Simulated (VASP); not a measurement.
Write the native input for VASP 6.6.1 that does the following.

* Task: single point
* Functional: PBE
* Potentials or basis: VASP PAW PBE potentials, release 64 (Cd, S)
* Cutoff: 520 eV
* k mesh: 6 × 6 × 6
* Occupations: methfessel-paxton, width 0.05 eV
* Spin: no spin polarisation
* Dipole correction: no
* Further INCAR settings: ALGO = Normal; EDIFF = 1e-06; NBANDS = 16

The structure of CdS lies in POSCAR:

```
CdS
1.0
    0.0000000000      2.9392148400      2.9392148400
    2.9392148400      0.0000000000      2.9392148400
    2.9392148400      2.9392148400      0.0000000000
Cd S
1 1
Direct
    0.0000000000      0.0000000000      0.0000000000
    0.2500000000      0.2500000000      0.2500000000
```

These files were run (other wordings do the same):

INCAR

```
SYSTEM = CdS
ALGO     = Normal         ! electronic algorithm
EDIFF    = 1E-6           ! SCF threshold, eV
ENCUT    = 520            ! plane-wave cutoff, eV
GGA      = PE             ! functional
ISIF     = 2              ! what is computed and relaxed
ISMEAR   = 1              ! smearing method
LASPH    = .True.         ! aspherical terms in the spheres
LCHARG   = .False.        ! write CHGCAR
LREAL    = .False.        ! projectors in reciprocal space
LWAVE    = .False.        ! write WAVECAR
NBANDS   = 16             ! bands
NELM     = 60             ! most SCF steps
PREC     = Accurate       ! precision mode
SIGMA    = 0.05           ! smearing width, eV
```

KPOINTS

```
k-points
0
Gamma
  6 6 6
  0 0 0
```

Potentials or basis: VASP PAW PBE potentials, release 64 (Cd, S).

Launch:

```console
$ cat potpaw_PBE.64/Cd/POTCAR potpaw_PBE.64/S/POTCAR > POTCAR
$ mpirun -np 1 vasp_std > vasp.out
```

Results of the run:

```json
{
  "Pressure": "1.7 GPa",
  "Band gap on the k mesh": "1.10 eV, direct"
}
```

It took 8.2 s on 1 thread of Intel(R) Xeon(R) 6975P-C (Granite Rapids), with other jobs on the host, peak memory 0.18 GiB.
